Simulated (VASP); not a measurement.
# NbP (I4_1/amd) in VASP: notebook

The runs below take NbP through single point, with PBEsol, PBE, PBE+D4.

Program: VASP 6.6.1. These are calculated values, not measurements. Logs are shortened: lines on timing, memory, paths and dates and some standing lists are left out, and cuts for length are marked.

**1. The cell of the first run**

It takes space group I4_1/amd (No. 141, tetragonal). The conventional cell has a = 3.325 Å, b = 3.325 Å, c = 11.380 Å, α = 90.00°, β = 90.00°, γ = 90.00°. Nb (site symmetry -4m2) has 4 P at 2.35 Å within 3.1 Å. Within 3.1 Å of P (site symmetry -4m2) lie 4 Nb at 2.35 Å.

**2. Single point, PBEsol**

Contents of INCAR:

```
SYSTEM = NbP
PREC     = Accurate       ! precision mode
ENCUT    = 520            ! plane-wave cutoff, eV
EDIFF    = 1E-7           ! SCF threshold, eV
ISMEAR   = 0              ! smearing method
SIGMA    = 0.1            ! smearing width, eV
LREAL    = .FALSE.        ! projectors in reciprocal space
LASPH    = .TRUE.         ! aspherical terms in the spheres
NELM     = 100            ! most SCF steps
ALGO     = Normal         ! electronic algorithm
ISIF     = 2              ! what is computed and relaxed
LWAVE    = .FALSE.        ! write WAVECAR
LCHARG   = .FALSE.        ! write CHGCAR
GGA      = PS             ! functional
NBANDS   = 26             ! bands
```

Contents of KPOINTS:

```
Automatic mesh
0
G
  6 6 6
  0 0 0
```

Contents of POSCAR:

```
NbP
1.0
   -1.6625000000      1.6625000000      5.6900000000
    1.6625000000     -1.6625000000      5.6900000000
    1.6625000000      1.6625000000     -5.6900000000
Nb P
2 2
Direct
    0.0000000000      0.0000000000      0.0000000000
    0.7500000000      0.2500000000      0.5000000000
    0.5000000000      0.5000000000      0.0000000000
    0.2500000000      0.7500000000      0.5000000000
```

Potentials or basis: VASP PAW PBE potentials, release 64 (Nb_sv, P).

Run with:

```sh
$ cat potpaw_PBE.64/Nb_sv/POTCAR potpaw_PBE.64/P/POTCAR > POTCAR
$ mpirun -np 1 vasp_std > vasp.out
```

OUTCAR:

```text
SYSTEM = NbP
   PREC = Accurate
   ENCUT = 520
   EDIFF = 1E-7
   ISMEAR = 0
   LREAL = .FALSE.
   LASPH = .TRUE.
   NELM = 100
   ISIF = 2
   GGA = PS

 ion  position               nearest neighbor table
   1  0.000  0.000  0.000-   3 2.35   3 2.35   3 2.35   3 2.35
   2  0.750  0.250  0.500-   4 2.35   4 2.35   4 2.35   4 2.35
   3  0.500  0.500  0.000-   1 2.35   1 2.35   1 2.35   1 2.35
   4  0.250  0.750  0.500-   2 2.35   2 2.35   2 2.35   2 2.35

  LATTYP: Found a body centered tetragonal cell.
 ALAT       =     3.3250000000
 C/A-ratio  =     3.4225563910

  Lattice vectors:

 A1 = (  -1.6625000000,   1.6625000000,   5.6900000000)
 A2 = (   1.6625000000,  -1.6625000000,   5.6900000000)
 A3 = (   1.6625000000,   1.6625000000,  -5.6900000000)

Analysis of symmetry for initial positions (statically):
=====================================================================
 Subroutine PRICEL returns:
 Original cell was already a primitive cell.

 Routine SETGRP: Setting up the symmetry group for a
 body centered tetragonal supercell.

 Subroutine GETGRP returns: Found 16 space group operations
 (whereof  8 operations were pure point group operations)
 out of a pool of 16 trial point group operations.

The static configuration has the point symmetry D_2d.
 The point group associated with its full space group is D_4h.

Analysis of symmetry for dynamics (positions and initial velocities):
=====================================================================
 Subroutine PRICEL returns:
 Original cell was already a primitive cell.

 Routine SETGRP: Setting up the symmetry group for a
 body centered tetragonal supercell.

 Subroutine GETGRP returns: Found 16 space group operations
 (whereof  8 operations were pure point group operations)
 out of a pool of 16 trial point group operations.

The dynamic configuration has the point symmetry D_2d.
 The point group associated with its full space group is D_4h.

 Subroutine INISYM returns: Found 16 space group operations
 (whereof  8 operations are pure point group operations),
 and found     1 'primitive' translations

----------------------------------------------------------------------------------------

                                     Primitive cell

  volume of cell :      62.9065

  direct lattice vectors                    reciprocal lattice vectors
    -1.662500000  1.662500000  5.690000000     0.000000000  0.300751880  0.087873462
     1.662500000 -1.662500000  5.690000000     0.300751880  0.000000000  0.087873462
     1.662500000  1.662500000 -5.690000000     0.300751880  0.300751880  0.000000000

  length of vectors
     6.156615344  6.156615344  6.156615344     0.313326409  0.313326409  0.425327387

  position of ions in fractional coordinates (direct lattice)
     0.000000000  0.000000000  0.000000000
     0.750000000  0.250000000  0.500000000
     0.500000000  0.500000000  0.000000000
     0.250000000  0.750000000  0.500000000

  ion indices of the primitive-cell ions
   primitive index   ion index
                 1           1
                 2           2
                 3           3
                 4           4

----------------------------------------------------------------------------------------

 KPOINTS: Automatic mesh

Automatic generation of k-mesh.
 Grid dimensions read from file:
 generate k-points for:    6    6    6

 Generating k-lattice:

  Cartesian coordinates                     Fractional coordinates (reciprocal lattice)
     0.000000000  0.050125313  0.014645577     0.166666667  0.000000000  0.000000000
     0.050125313  0.000000000  0.014645577     0.000000000  0.166666667  0.000000000
     0.050125313  0.050125313  0.000000000     0.000000000  0.000000000  0.166666667

  Length of vectors
     0.052221068  0.052221068  0.070887898

  Shift w.r.t. Gamma in fractional coordinates (k-lattice)
     0.000000000  0.000000000  0.000000000

 Subroutine IBZKPT returns following result:
 ===========================================

 Found     30 irreducible k-points:

 Following reciprocal coordinates:
            Coordinates               Weight
  0.000000  0.000000  0.000000      1.000000
  0.166667 -0.000000  0.000000      8.000000
  0.333333 -0.000000  0.000000      8.000000
  0.500000  0.000000 -0.000000      4.000000
  0.166667  0.166667  0.000000      8.000000
  0.333333  0.166667 -0.000000     16.000000
[... 16 lines left out ...]
 -0.333333 -0.333333  0.166667      8.000000
 -0.166667 -0.333333  0.166667      8.000000
 [... further k-points ...]
   k-points           NKPTS =     30   k-points in BZ     NKDIM =     30   number of bands    NBANDS=     26
   number of dos      NEDOS =    301   number of ions     NIONS =      4
   total plane-waves  NPLWV = 110592
   dimension x,y,z NGX =    48 NGY =   48 NGZ =   48
   dimension x,y,z NGXF=    96 NGYF=   96 NGZF=   96
   ions per type =               2   2
   NGX,Y,Z   is equivalent  to a cutoff of  12.96, 12.96, 12.96 a.u.
   NGXF,Y,Z  is equivalent  to a cutoff of  25.92, 25.92, 25.92 a.u.
 SYSTEM =  NbP
   PREC   = accura    normal or accurate (medium, high low for compatibility)
   ISTART =      0    job   : 0-new  1-cont  2-samecut
   ICHARG =      2    charge: 1-file 2-atom 10-const
   ISPIN  =      1    spin polarized calculation?
   LNONCOLLINEAR =      F non collinear calculations
   LSORBIT =      F    spin-orbit coupling
   LASPH  =      T    aspherical Exc in radial PAW
   ENCUT  =  520.0 eV  38.22 Ry    6.18 a.u.  11.45 11.45 11.45*2*pi/ulx,y,z
   NELM   =    100;   NELMIN=  2; NELMDL= -5     # of ELM steps
   EDIFF  = 0.1E-06   stopping-criterion for ELM
   LREAL  =      F    real-space projection
   EDIFFG = 0.1E-05   stopping-criterion for IOM
   NSW    =      0    number of steps for IOM
   IBRION =     -1    ionic relax: 0-MD 1-quasi-New 2-CG
   NFREE  =      0    steps in history (QN), initial steepest desc. (CG)
   ISIF   =      2    stress and relaxation
   ISYM   =      2    0-nonsym 1-usesym 2-fastsym
   POTIM  = 0.5000    time-step for ionic-motion
   TEBEG  =    0.0;   TEEND  =   0.0 temperature during run
   PSTRESS=    0.0 pullay stress
   NELECT =      36.0000    total number of electrons
   NUPDOWN=      -1.0000    fix difference up-down
   EMIN   =  10.00;   EMAX   =-10.00  energy-range for DOS
   EFERMI =   0.00;   METHOD = LEGACY
   ISMEAR =     0;   SIGMA  =   0.10  broadening in eV -4-tet -1-fermi 0-gaus
   EFERMI_NEDOS =   21; number of points for ismear=-14 and -15
   IALGO  =     38    algorithm
   IMIX   =      4    mixing-type and parameters
     AMIX     =   0.40;   BMIX     =  1.00
     AMIX_MAG =   1.60;   BMIX_MAG =  1.00
  volume/ion in A,a.u.               =      15.73       106.13
  Fermi-wavevector in a.u.,A,eV,Ry     =   1.359181  2.568479 25.135018  1.847372
  Thomas-Fermi vector in A             =   2.485950
   LORBIT       =      0    0 simple, 1 ext, 2 COOP (PROOUT), +10 PAW based schemes
   GGA     = PS    functional components
   LHFCALC =     F    Hartree Fock is set to
   AEXX    =    0.0000 exact exchange contribution
   IVDW    =     0    specifies the selected vdW correction
   LEPSILON=     F    determine dielectric tensor
   LRPA    =     F    only Hartree local field effects (RPA)
 non-spin polarized calculation
 Gauss-broadening in eV      SIGMA  =   0.10
  energy-cutoff  :      520.00
  volume of cell :       62.91
 maximum number of plane-waves:      1712
 NGX is ok and might be reduce to    48
   NGX = 23   NGY = 23   NGZ = 23

 number of electron      36.0000000 magnetization

 Free energy of the ion-electron system (eV)
  ---------------------------------------------------
  ext. energy  EPLUGINS =         0.00000000
  ---------------------------------------------------
  free energy    TOTEN  =       -34.71091625 eV

  energy without entropy =      -34.70065141  energy(sigma->0) =      -34.70578383

 E-fermi :  11.0404     XC(G=0): -12.1712

 val. band max:       11.0178556784   @ k =  -0.3333   0.3333   0.1667
 cond. band min:      11.0895591663   @ k =  -0.1667  -0.3333   0.1667
 fundamental gap:      0.0717034879
 Fermi energy:        11.0404327811

 k-point     1 :       0.0000    0.0000    0.0000
  band No.  band energies     occupation
      1     -43.7618      2.00000
      2     -43.7223      2.00000
      3     -19.9658      2.00000
      4     -19.9658      2.00000
      5     -19.9452      2.00000
      6     -19.9452      2.00000
[... 18 lines left out ...]
     25      12.6709      0.00000
     26      14.6216      0.00000

 k-point     2 :       0.1667   -0.0000    0.0000
  band No.  band energies     occupation
      1     -43.7541      2.00000
      2     -43.7187      2.00000
      3     -20.0557      2.00000
      4     -20.0390      2.00000
      5     -19.9606      2.00000
      6     -19.9318      2.00000
[... 18 lines left out ...]
     25      14.3270      0.00000
     26      15.2242      0.00000

 k-point     3 :       0.3333   -0.0000    0.0000
  band No.  band energies     occupation
      1     -43.7379      2.00000
      2     -43.7122      2.00000
      3     -20.2367      2.00000
      4     -20.2065      2.00000
      5     -19.9475      2.00000
      6     -19.9076      2.00000
[... 18 lines left out ...]
     25      17.2127      0.00000
     26      17.2475      0.00000

 k-point     4 :       0.5000    0.0000   -0.0000
  band No.  band energies     occupation
      1     -43.7290      2.00000
      2     -43.7098      2.00000
      3     -20.3256      2.00000
      4     -20.2868      2.00000
      5     -19.9403      2.00000
      6     -19.8960      2.00000
[... 18 lines left out ...]
     25      16.4593      0.00000
     26      16.9749      0.00000

 k-point     5 :       0.1667    0.1667    0.0000
  band No.  band energies     occupation
      1     -43.7456      2.00000
      2     -43.7162      2.00000
      3     -20.0538      2.00000
      4     -20.0518      2.00000
      5     -20.0190      2.00000
      6     -20.0175      2.00000
[... 18 lines left out ...]
     25      14.1941      0.00000
     26      15.5855      0.00000

 k-point     6 :       0.3333    0.1667   -0.0000
  band No.  band energies     occupation
      1     -43.7295      2.00000
      2     -43.7101      2.00000
      3     -20.2239      2.00000
      4     -20.1873      2.00000
      5     -20.0303      2.00000
      6     -19.9916      2.00000
[... 427 lines left out ...]
 k-point    21 :      -0.3333    0.5000    0.1667
  band No.  band energies     occupation
      1     -43.7246      2.00000
      2     -43.7150      2.00000
      3     -20.2320      2.00000
      4     -20.1802      2.00000
      5     -20.0355      2.00000
      6     -19.9856      2.00000
[... 18 lines left out ...]
     25      15.5621      0.00000
     26      16.6166      0.00000

 k-point    22 :      -0.1667    0.5000    0.1667
  band No.  band energies     occupation
      1     -43.7335      2.00000
      2     -43.7167      2.00000
      3     -20.2473      2.00000
      4     -20.1968      2.00000
      5     -19.9537      2.00000
      6     -19.9013      2.00000
[... 18 lines left out ...]
     25      17.0527      0.00000
     26      17.0786      0.00000

 k-point    23 :      -0.3333   -0.3333    0.1667
  band No.  band energies     occupation
      1     -43.7394      2.00000
      2     -43.7224      2.00000
      3     -20.0662      2.00000
      4     -20.0634      2.00000
      5     -20.0077      2.00000
      6     -20.0046      2.00000
[... 18 lines left out ...]
     25      14.2974      0.00000
     26      15.0893      0.00000

 k-point    24 :      -0.1667   -0.3333    0.1667
  band No.  band energies     occupation
      1     -43.7494      2.00000
      2     -43.7234      2.00000
      3     -20.0707      2.00000
      4     -20.0245      2.00000
      5     -19.9715      2.00000
      6     -19.9207      2.00000
[... 18 lines left out ...]
     25      14.2798      0.00000
     26      15.0457      0.00000

 [... further k-points ...]
[... 5 lines left out ...]
  --------------------------------------------------------------------------------------
  -------------------------------------------------------------------------------------
  Total       10.7525198     10.7525198     -5.7418282      0.0000000      0.0000000      0.0000000
  in kB      273.8578959    273.8578959   -146.2396729      0.0000000      0.0000000      0.0000000
  external PRESSURE =     133.8253729 kB  Pullay stress =       0.0000000 kB

 VOLUME and BASIS-vectors are now :
 -----------------------------------------------------------------------------
  energy-cutoff  :      520.00
  volume of cell :       62.91
      direct lattice vectors                 reciprocal lattice vectors
    -1.662500000  1.662500000  5.690000000     0.000000000  0.300751880  0.087873462
     1.662500000 -1.662500000  5.690000000     0.300751880  0.000000000  0.087873462
     1.662500000  1.662500000 -5.690000000     0.300751880  0.300751880  0.000000000

 POSITION                                       TOTAL-FORCE (eV/Angst)
 -----------------------------------------------------------------------------------
      0.00000      0.00000      0.00000        -0.000000     -0.000000     -0.000000
     -0.00000      1.66250      2.84500         0.000000      0.000000      0.000000
      0.00000      0.00000      5.69000         0.000000      0.000000     -0.000000
      1.66250     -0.00000      2.84500         0.000000     -0.000000      0.000000
 -----------------------------------------------------------------------------------
    total drift:                                0.000000     -0.000000      0.000000

  FREE ENERGIE OF THE ION-ELECTRON SYSTEM (eV)
  ---------------------------------------------------
  free  energy   TOTEN  =       -34.7109162454 eV

  energy  without entropy=      -34.7006514090  energy(sigma->0) =      -34.70578383
```

Wall time 97 s (1 thread of Intel Xeon Platinum 8259CL at 2.50GHz (Skylake/Cascade Lake), shared host); peak memory 0.33 GiB.

Results:

```yaml
Free_energy: -34.7109 eV
Pressure: 13.4 GPa
Band_gap_on_the_k_mesh: zero (band 18 reaches 11.73 eV, above the bottom of band 19 at 10.48 eV)
```

Stress tensor (GPa, compression positive):
```
 27.39   0.00   0.00
  0.00  27.39   0.00
  0.00   0.00 -14.62
```

Levels at points of the mesh, in eV from the Fermi level:
| k point | band 14 | band 15 | band 16 | band 17 | band 18 | band 19 | band 20 | band 21 | band 22 | band 23 |
| --- | --- | --- | --- | --- | --- | --- | --- | --- | --- | --- |
| (0.00, 0.00, 0.00) | -1.65 | -0.84 | -0.84 | -0.65 | -0.65 | -0.57 | -0.10 | 1.14 | 1.27 | 1.27 |
| (0.50, 0.00, 0.00) | -4.80 | -4.35 | -2.80 | -0.41 | 0.69 | 2.06 | 2.08 | 2.31 | 2.82 | 3.25 |
| (0.50, 0.50, 0.00) | -3.44 | -2.47 | -2.47 | -1.84 | -1.84 | 1.14 | 1.14 | 1.97 | 1.97 | 2.92 |
| (0.50, 0.50, 0.50) | -3.25 | -0.86 | -0.86 | -0.55 | -0.55 | -0.34 | -0.34 | 0.46 | 0.46 | 2.49 |

Caveat: the k points lie up to 0.45 Å⁻¹ apart; the PAW data sets were made with another functional, which shifts forces and pressure a little.

(Part 1 of 2 ends here.)
